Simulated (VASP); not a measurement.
**LuNO: single point with PBE**

LuNO:

```xyz
3
Lattice="3.5814 0.0000 0.0000 -1.7907 3.1015 0.0000 0.0000 0.0000 3.0324" Properties=species:S:1:pos:R:3 pbc="T T T"
Lu    0.0000    2.0677    0.0000
N     0.0000    0.0000    1.5162
O     1.7907    1.0338    1.5162
```

| Item | Value |
| --- | --- |
| Program | VASP 6.6.1 |
| Task | single point |
| Functional | PBE |
| Potentials or basis | VASP PAW PBE potentials, release 64 (Lu, N, O) |
| Cutoff | 520 eV |
| k mesh | 6 × 6 × 6 |
| Occupations | gaussian, width 0.1 eV |
| Spin | no spin polarisation |
| Dipole correction | no |
| Further INCAR settings | ALGO = Normal; EDIFF = 1e-06; NBANDS = 25 |

```yaml
Pressure: 0.6 GPa
Band_gap_on_the_k_mesh: zero (band 18 reaches 4.84 eV, above the bottom of band 19 at 3.22 eV)
```

Stress tensor (GPa, compression positive):
```
0.48 0.00 0.00
0.00 0.48 0.00
0.00 0.00 0.72
```

Levels at points of the mesh, in eV from the Fermi level:
| k point | band 14 | band 15 | band 16 | band 17 | band 18 | band 19 | band 20 | band 21 | band 22 | band 23 |
| --- | --- | --- | --- | --- | --- | --- | --- | --- | --- | --- |
| (0.00, 0.00, 0.00) | -4.41 | -4.40 | -3.23 | -0.11 | -0.11 | 0.01 | 0.42 | 3.71 | 6.04 | 6.04 |
| (0.50, 0.00, 0.00) | -4.43 | -4.25 | -3.53 | -0.69 | 0.09 | 0.88 | 1.75 | 4.51 | 5.96 | 7.63 |
| (0.00, 0.00, 0.50) | -4.39 | -3.89 | -3.89 | -1.76 | -1.76 | -1.35 | 3.12 | 3.12 | 6.78 | 7.39 |
| (0.50, 0.00, 0.50) | -4.43 | -4.42 | -3.71 | -3.50 | 0.13 | 1.52 | 6.12 | 6.23 | 6.58 | 6.63 |

It took 20 s on 1 thread of Intel(R) Xeon(R) Platinum 8375C CPU @ 2.90GHz (Ice Lake) (shared host), peak memory 0.17 GiB.

Caveat: spin-orbit coupling is left out, which moves the levels of the heavy elements.
